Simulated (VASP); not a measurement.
# Mg4S (Pm-3m) in VASP: relaxation of cell and atoms with PBE

Aim: the relaxation of cell and atoms of Mg4S with PBE.

Everything below comes from runs of VASP 6.6.1. Logs are shortened: lines on timing, memory, paths and dates and some standing lists are left out, and cuts for length are marked.

## 1. The cell of the first run

The structure is cubic, space group Pm-3m (No. 221). Conventional cell: a = 4.700 Å, b = 4.700 Å, c = 4.700 Å, α = 90.00°, β = 90.00°, γ = 90.00°. Within 3.1 Å of Mg (site symmetry 4/mmm) lie 2 S at 2.35 Å. Mg (site symmetry m-3m) has 12 Mg at 3.32 Å and 8 S at 4.07 Å within 4.4 Å. Within 3.1 Å of S (site symmetry m-3m) lie 6 Mg at 2.35 Å.

## 2. Relaxation of cell and atoms, PBE

Input file INCAR:

```
SYSTEM = Mg4S
PREC     = Accurate       ! precision mode
ENCUT    = 600            ! plane-wave cutoff, eV
EDIFF    = 1E-7           ! SCF threshold, eV
ISMEAR   = 0              ! smearing method
SIGMA    = 0.2            ! smearing width, eV
LREAL    = .FALSE.        ! projectors in reciprocal space
LASPH    = .TRUE.         ! aspherical terms in the spheres
NELM     = 120            ! most SCF steps
ALGO     = Normal         ! electronic algorithm
ISIF     = 3              ! what is computed and relaxed
LWAVE    = .FALSE.        ! write WAVECAR
LCHARG   = .FALSE.        ! write CHGCAR
GGA      = PE             ! functional
IBRION   = 2              ! ionic algorithm
NSW      = 36             ! ionic steps
EDIFFG   = -0.08          ! ionic threshold
GGA_COMPAT= .FALSE.      
NELMIN   = 4
```

Input file KPOINTS:

```
regular mesh
0
G
  4 4 4
  0 0 0
```

Input file POSCAR:

```
Mg4S
1.0
    4.7000000000      0.0000000000      0.0000000000
    0.0000000000      4.7000000000      0.0000000000
    0.0000000000      0.0000000000      4.7000000000
Mg S
4 1
Direct
    0.0000000000      0.5000000000      0.5000000000
    0.5000000000      0.0000000000      0.5000000000
    0.5000000000      0.5000000000      0.0000000000
    0.0000000000      0.0000000000      0.0000000000
    0.5000000000      0.5000000000      0.5000000000
```

Potentials or basis: VASP PAW PBE potentials, release 64 (Mg, S).

Launch:

```bash
$ cat potpaw_PBE.64/Mg/POTCAR potpaw_PBE.64/S/POTCAR > POTCAR
$ mpirun -np 1 vasp_std > vasp.out
```

OUTCAR:

```text
SYSTEM = Mg4S
   PREC = Accurate
   ENCUT = 600
   EDIFF = 1E-7
   ISMEAR = 0
   LREAL = .FALSE.
   LASPH = .TRUE.
   NELM = 120
   ISIF = 3
   GGA = PE
   IBRION = 2
   NSW = 36
   EDIFFG = -0.08
   NELMIN = 4

 ion  position               nearest neighbor table
   1  0.000  0.500  0.500-   5 2.35   5 2.35   4 3.32   2 3.32   3 3.32   4 3.32   2 3.32   4 3.32
                             4 3.32   2 3.32   3 3.32   3 3.32   3 3.32   2 3.32
   2  0.500  0.000  0.500-   5 2.35   5 2.35   4 3.32   1 3.32   3 3.32   4 3.32   1 3.32   3 3.32
                             3 3.32   3 3.32   1 3.32   4 3.32   4 3.32   1 3.32
   3  0.500  0.500  0.000-   5 2.35   5 2.35   4 3.32   1 3.32   1 3.32   2 3.32   2 3.32   2 3.32
                             4 3.32   2 3.32   1 3.32   4 3.32   1 3.32   4 3.32
   4  0.000  0.000  0.000-   1 3.32   2 3.32   3 3.32   1 3.32   2 3.32   1 3.32   3 3.32   1 3.32
                             2 3.32   3 3.32   2 3.32   3 3.32
   5  0.500  0.500  0.500-   1 2.35   2 2.35   3 2.35   3 2.35   2 2.35   1 2.35

  LATTYP: Found a simple cubic cell.
 ALAT       =     4.7000000000

  Lattice vectors:

 A1 = (   4.7000000000,   0.0000000000,   0.0000000000)
 A2 = (   0.0000000000,   4.7000000000,   0.0000000000)
 A3 = (   0.0000000000,   0.0000000000,   4.7000000000)

Analysis of symmetry for initial positions (statically):
=====================================================================
 Subroutine PRICEL returns:
 Original cell was already a primitive cell.

 Routine SETGRP: Setting up the symmetry group for a
 simple cubic supercell.

 Subroutine GETGRP returns: Found 48 space group operations
 (whereof 48 operations were pure point group operations)
 out of a pool of 48 trial point group operations.

The static configuration has the point symmetry O_h .

Analysis of symmetry for dynamics (positions and initial velocities):
=====================================================================
 Subroutine PRICEL returns:
 Original cell was already a primitive cell.

 Routine SETGRP: Setting up the symmetry group for a
 simple cubic supercell.

 Subroutine GETGRP returns: Found 48 space group operations
 (whereof 48 operations were pure point group operations)
 out of a pool of 48 trial point group operations.

The dynamic configuration has the point symmetry O_h .

 Subroutine INISYM returns: Found 48 space group operations
 (whereof 48 operations are pure point group operations),
 and found     1 'primitive' translations

----------------------------------------------------------------------------------------

                                     Primitive cell

  volume of cell :     103.8230

  direct lattice vectors                    reciprocal lattice vectors
     4.700000000  0.000000000  0.000000000     0.212765957  0.000000000  0.000000000
     0.000000000  4.700000000  0.000000000     0.000000000  0.212765957  0.000000000
     0.000000000  0.000000000  4.700000000     0.000000000  0.000000000  0.212765957

  length of vectors
     4.700000000  4.700000000  4.700000000     0.212765957  0.212765957  0.212765957

  position of ions in fractional coordinates (direct lattice)
     0.000000000  0.500000000  0.500000000
     0.500000000  0.000000000  0.500000000
     0.500000000  0.500000000  0.000000000
     0.000000000  0.000000000  0.000000000
     0.500000000  0.500000000  0.500000000

  ion indices of the primitive-cell ions
   primitive index   ion index
                 1           1
                 2           2
                 3           3
                 4           4
                 5           5

----------------------------------------------------------------------------------------

 KPOINTS: regular mesh

Automatic generation of k-mesh.
 Grid dimensions read from file:
 generate k-points for:    4    4    4

 Generating k-lattice:

[... 70 lines left out ...]
   LORBIT       =      0    0 simple, 1 ext, 2 COOP (PROOUT), +10 PAW based schemes
   GGA     = PE    functional components
   LHFCALC =     F    Hartree Fock is set to
   AEXX    =    0.0000 exact exchange contribution
   IVDW    =     0    specifies the selected vdW correction
   LEPSILON=     F    determine dielectric tensor
   LRPA    =     F    only Hartree local field effects (RPA)
 conjugate gradient relaxation of ions
 non-spin polarized calculation
 Gauss-broadening in eV      SIGMA  =   0.20
  energy-cutoff  :      600.00
  volume of cell :      103.82
 maximum number of plane-waves:      3495
 NGX is ok and might be reduce to    40
   NGX = 19   NGY = 19   NGZ = 19

--------------------------------------- Ionic step        1  -------------------------------------------

 number of electron      14.0000000 magnetization

 Free energy of the ion-electron system (eV)
  ---------------------------------------------------
  ext. energy  EPLUGINS =         0.00000000
  ---------------------------------------------------
  free energy    TOTEN  =       -10.63564614 eV

  energy without entropy =      -10.60911888  energy(sigma->0) =      -10.62238251

------------------------ aborting loop because EDIFF is reached ----------------------------------------

  FORCE on cell =-STRESS in cart. coord.  units (eV):
  Direction    XX          YY          ZZ          XY          YZ          ZX
  --------------------------------------------------------------------------------------
  -------------------------------------------------------------------------------------
  Total        5.0458763      5.0458763      5.0458763     -0.0000000      0.0000000     -0.0000000
  in kB       77.8670298     77.8670298     77.8670298     -0.0000000      0.0000000     -0.0000000
  external PRESSURE =      77.8670298 kB  Pullay stress =       0.0000000 kB

 VOLUME and BASIS-vectors are now :
 -----------------------------------------------------------------------------
  energy-cutoff  :      600.00
  volume of cell :      103.82
      direct lattice vectors                 reciprocal lattice vectors
     4.700000000  0.000000000  0.000000000     0.212765957  0.000000000  0.000000000
     0.000000000  4.700000000  0.000000000     0.000000000  0.212765957  0.000000000
     0.000000000  0.000000000  4.700000000     0.000000000  0.000000000  0.212765957

 POSITION                                       TOTAL-FORCE (eV/Angst)
 -----------------------------------------------------------------------------------
      0.00000      2.35000      2.35000         0.000000      0.000000      0.000000
      2.35000      0.00000      2.35000         0.000000      0.000000      0.000000
      2.35000      2.35000      0.00000         0.000000      0.000000      0.000000
      0.00000      0.00000      0.00000         0.000000      0.000000      0.000000
      2.35000      2.35000      2.35000         0.000000      0.000000      0.000000
 -----------------------------------------------------------------------------------
    total drift:                                0.000000      0.000000     -0.000000

  FREE ENERGIE OF THE ION-ELECTRON SYSTEM (eV)
  ---------------------------------------------------
  free  energy   TOTEN  =       -10.6356461391 eV

  energy  without entropy=      -10.6091188835  energy(sigma->0) =      -10.62238251

--------------------------------------- Ionic step        2  -------------------------------------------

 number of electron      14.0000001 magnetization

 Free energy of the ion-electron system (eV)
  ---------------------------------------------------
  ext. energy  EPLUGINS =         0.00000000
  ---------------------------------------------------
  free energy    TOTEN  =       -10.99152852 eV

  energy without entropy =      -10.95976685  energy(sigma->0) =      -10.97564768

 E-fermi :   2.9715     XC(G=0):  -8.3990

 val. band max:        2.8352158139   @ k =   0.5000   0.2500   0.0000
 cond. band min:       3.1537652370   @ k =   0.2500   0.0000   0.0000
 fundamental gap:      0.3185494231
 Fermi energy:         2.9714505422

 k-point     1 :       0.0000    0.0000    0.0000
  band No.  band energies     occupation
      1     -11.5774      2.00000
      2      -2.2726      2.00000
      3      -2.2726      2.00000
      4      -2.2726      2.00000
      5      -1.6117      2.00000
      6       2.7913      1.79720
      7       2.7913      1.79720
      8       4.6876      0.00000
      9       4.6876      0.00000
     10       4.6876      0.00000
     11       6.9540      0.00000
[... 113 lines left out ...]
 k-point    10 :       0.5000    0.5000    0.5000
  band No.  band energies     occupation
      1     -11.3491      2.00000
      2      -2.9079      2.00000
      3      -2.9079      2.00000
      4      -2.9079      2.00000
      5       1.3222      2.00000
      6       1.3222      2.00000
      7       1.3222      2.00000
      8       1.7149      2.00000
      9       5.2729      0.00000
     10       5.2729      0.00000
     11       5.2729      0.00000

------------------------ aborting loop because EDIFF is reached ----------------------------------------

  FORCE on cell =-STRESS in cart. coord.  units (eV):
  Direction    XX          YY          ZZ          XY          YZ          ZX
  --------------------------------------------------------------------------------------
  -------------------------------------------------------------------------------------
  Total        0.1775663      0.1775663      0.1775663      0.0000000      0.0000000     -0.0000000
  in kB        2.3759759      2.3759759      2.3759759      0.0000000      0.0000000     -0.0000000
  external PRESSURE =       2.3759759 kB  Pullay stress =       0.0000000 kB

 VOLUME and BASIS-vectors are now :
 -----------------------------------------------------------------------------
  energy-cutoff  :      600.00
  volume of cell :      119.74
      direct lattice vectors                 reciprocal lattice vectors
     4.928820878 -0.000000000 -0.000000000     0.202888282  0.000000000  0.000000000
    -0.000000000  4.928820878 -0.000000000     0.000000000  0.202888282 -0.000000000
    -0.000000000  0.000000000  4.928820878     0.000000000  0.000000000  0.202888282

 POSITION                                       TOTAL-FORCE (eV/Angst)
 -----------------------------------------------------------------------------------
     -0.00000      2.46441      2.46441         0.000000     -0.000000      0.000000
      2.46441      0.00000      2.46441         0.000000     -0.000000      0.000000
      2.46441      2.46441     -0.00000         0.000000     -0.000000      0.000000
      0.00000      0.00000      0.00000         0.000000     -0.000000      0.000000
      2.46441      2.46441      2.46441        -0.000000      0.000000      0.000000
 -----------------------------------------------------------------------------------
    total drift:                                0.000000      0.000000     -0.000000

  FREE ENERGIE OF THE ION-ELECTRON SYSTEM (eV)
  ---------------------------------------------------
  free  energy   TOTEN  =       -10.9915285161 eV

  energy  without entropy=      -10.9597668519  energy(sigma->0) =      -10.97564768

 reached required accuracy - stopping structural energy minimisation
```

It took 20 s on 1 thread of AMD EPYC 9R45 (Zen 5), shared host; peak memory 0.21 GiB.

Results:

| Quantity | Value |
| --- | --- |
| Free energy | -10.9915 eV |
| Relaxed volume | 23.95 Å³/atom |
| Relaxed cell | a = 4.929 Å, b = 4.929 Å, c = 4.929 Å, α = 90.00°, β = 90.00°, γ = 90.00° |
| Space group after relaxing (to 0.1 Å) | Pm-3m (No. 221) |
| Energy gained by relaxing | 71.2 meV/atom |
| Ionic steps | 2 |
| Pressure after relaxing | 0.2 GPa |
| Band gap on the k mesh | zero (bands 7 and 8 overlap by 2.04 eV) |

The path:
| step | energy change (eV) | largest force (eV/Å) | pressure (GPa) | volume (Å³) |
| --- | --- | --- | --- | --- |
| 1 | 0.0000 | 0.0000 | 7.79 | 103.82 |
| 2 | -0.3559 | 0.0000 | 0.24 | 119.74 |

Final structure:
```
Mg S
1.0
     4.92882    0.00000    0.00000
     0.00000    4.92882    0.00000
     0.00000    0.00000    4.92882
Mg S
4 1
Cartesian
  0.0000 2.4644 2.4644
  2.4644 0.0000 2.4644
  2.4644 2.4644 0.0000
  0.0000 0.0000 0.0000
  2.4644 2.4644 2.4644
```

Caveat: the volume moved by over 15 % at a fixed basis, so the end points are rough.

The gap in the log of VASP goes by the Fermi energy; the results here count the filled bands.